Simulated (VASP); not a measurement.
Crystal: BaTiO3.

```
Ba Ti O
1.0
     2.82737    1.63238    2.31839
    -2.82737    1.63238    2.31839
     0.00000   -3.26476    2.31839
Ba Ti O
1 1 3
Direct
  0.00000 0.00000 0.00000
  0.48450 0.48450 0.48450
  0.50860 0.50860 0.01750
  0.01750 0.50860 0.50860
  0.50860 0.01750 0.50860
```

| Quantity | Value |
| --- | --- |
| Program | VASP 6.6.1 |
| Task | relaxation of cell and atoms |
| Functional | PBEsol |
| Dispersion | D3(BJ) |
| Potentials or basis | VASP PAW PBE potentials, release 64 (Ba_sv, Ti_sv, O) |
| Cutoff | 600 eV |
| k mesh | 6 × 6 × 6 |
| Occupations | gaussian, width 0.01 eV |
| Spin | no spin polarisation |

At the start: pressure -3.0 GPa; volume 12.84 Å³/atom.

Question: Where does the relaxation end?

Answer: Over 11 steps the energy falls by 4.3 meV/atom and the volume is 12.50 Å³/atom (-2.7 %); space group R3m (No. 160, to 0.05 Å).

Step by step:
| step | energy change (eV) | largest force (eV/Å) | pressure (GPa) | volume (Å³) |
| --- | --- | --- | --- | --- |
| 1 | 0.0000 | 0.1359 | -2.97 | 64.20 |
| 2 | -0.0068 | 0.3976 | 2.85 | 62.02 |
| 3 | -0.0132 | 0.2942 | 0.36 | 62.90 |
| 4 | -0.0196 | 0.1395 | 0.19 | 62.65 |
| 5 | -0.0204 | 0.0742 | 0.18 | 62.53 |
| 6 | -0.0210 | 0.0347 | -0.23 | 62.65 |
| 7 | -0.0210 | 0.0328 | -0.33 | 62.68 |
| 8 | -0.0214 | 0.0221 | 0.00 | 62.54 |
| 9 | -0.0214 | 0.0248 | 0.03 | 62.53 |
| 10 | -0.0215 | 0.0172 | 0.01 | 62.51 |
| 11 | -0.0215 | 0.0082 | 0.00 | 62.48 |

Final structure:
```
Ba Ti O
1.0
     2.80479    1.61934    2.29272
    -2.80479    1.61934    2.29272
     0.00000   -3.23869    2.29272
Ba Ti O
1 1 3
Direct
  0.99971 0.99971 0.99971
  0.49008 0.49008 0.49008
  0.50824 0.50824 0.01293
  0.01293 0.50824 0.50824
  0.50824 0.01293 0.50824
```

Caveat: the PAW data sets were made with another functional, which shifts forces and pressure a little.
